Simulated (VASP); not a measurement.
Write the native input for VASP 6.6.1 that does the following.

* Task: single point
* Functional: PBEsol
* Potentials or basis: VASP PAW PBE potentials, release 64 (Cu)
* Cutoff: 520 eV
* k mesh: 12 × 12 × 12
* Occupations: gaussian, width 0.15 eV
* Spin: no spin polarisation
* Dipole correction: no
* Further INCAR settings: ALGO = Fast; EDIFF = 1e-06; NBANDS = 54

The structure of Cu lies in POSCAR:

```
Cu
1.0
    3.6150000000      0.0000000000      3.6150000000
    0.0000000000     -3.6150000000      3.6150000000
    3.6150000000     -3.6150000000      0.0000000000
Cu
8
Direct
    0.0000000000      0.0000000000      0.5000000000
    0.0000000000      0.5000000000      0.5000000000
    0.5000000000      0.0000000000      0.5000000000
    0.5000000000      0.5000000000      0.5000000000
    0.0000000000      0.0000000000      0.0000000000
    0.0000000000      0.5000000000      0.0000000000
    0.5000000000      0.0000000000      0.0000000000
    0.5000000000      0.5000000000      0.0000000000
```

These files were run (other wordings do the same):

INCAR

```
PREC = Accurate ; ENCUT = 520
EDIFF = 1E-6 ; ISMEAR = 0
SIGMA = 0.15 ; LREAL = F
LASPH = T ; NELM = 80
ALGO = Fast ; ISIF = 2
LWAVE = F ; LCHARG = T
GGA = PS ; LELF = T
LVHAR = T ; NBANDS = 54
```

KPOINTS

```
regular mesh
0
Gamma
  12 12 12
```

Potentials or basis: VASP PAW PBE potentials, release 64 (Cu).

The run is started by

```bash
$ cat potpaw_PBE.64/Cu/POTCAR > POTCAR
$ mpirun -np 1 vasp_std > vasp.out
```

It gave:

```yaml
Pressure: -5.8 GPa
Band_gap_on_the_k_mesh: zero (band 44 reaches 8.32 eV, above the bottom of band 45 at 6.36 eV)
```

Caveat: the PAW data sets were made with another functional, which shifts forces and pressure a little.

Wall time 8.9 min on 1 thread of Intel(R) Xeon(R) Platinum 8375C CPU @ 2.90GHz (Ice Lake) (shared host), peak memory 0.41 GiB.
